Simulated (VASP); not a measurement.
Write the native input for VASP 6.6.1 that does the following.

* Task: single point
* Functional: PBEsol
* Potentials or basis: VASP PAW PBE potentials, release 64 (Ga_d, O)
* Cutoff: 520 eV
* k mesh: 12 × 12 × 2
* Occupations: gaussian, width 0.02 eV
* Spin: no spin polarisation
* Dipole correction: no
* Further INCAR settings: ALGO = Normal; EDIFF = 1e-07; NBANDS = 48

The structure of GaO lies in POSCAR:

```
GaO
1.0
    3.0596780079      0.0000000000      0.0000000000
   -1.5298390039      2.6497588822      0.0000000000
    0.0000000000      0.0000000000     13.4126720894
Ga O
4 4
Direct
    0.3333333333      0.6666666667      0.4077940379
    0.3333333333      0.6666666667      0.5922059621
    0.0000000000      0.0000000000      0.0922067275
    0.0000000000      0.0000000000      0.9077932725
    0.6666666667      0.3333333333      0.1465931821
    0.6666666667      0.3333333333      0.8534068179
    0.0000000000      0.0000000000      0.3533033112
    0.0000000000      0.0000000000      0.6466966888
```

The input as run:

INCAR

```
PREC = Accurate
ENCUT = 520
EDIFF = 1E-7
ISMEAR = 0
SIGMA = 0.02
LREAL = F
LASPH = T
NELM = 80
ALGO = Normal
ISIF = 2
LWAVE = F
LCHARG = F
GGA = PS
NBANDS = 48
```

KPOINTS

```
regular mesh
0
Gamma
  12 12 2
```

Potentials or basis: VASP PAW PBE potentials, release 64 (Ga_d, O).

Run with:

```console
$ cat potpaw_PBE.64/Ga_d/POTCAR potpaw_PBE.64/O/POTCAR > POTCAR
$ mpirun -np 1 vasp_std > vasp.out
```

Results of the run:

| Item | Value |
| --- | --- |
| Pressure | 0.2 GPa |
| Largest force | 0.015 eV/Å |
| Band gap on the k mesh | 1.26 eV (least direct gap 1.36 eV) |

Caveat: the PAW data sets were made with another functional, which shifts forces and pressure a little.

Wall time 4.4 min on 1 thread of Intel(R) Xeon(R) Platinum 8259CL CPU @ 2.50GHz (Skylake/Cascade Lake), with other jobs on the host, peak memory 0.3 GiB.
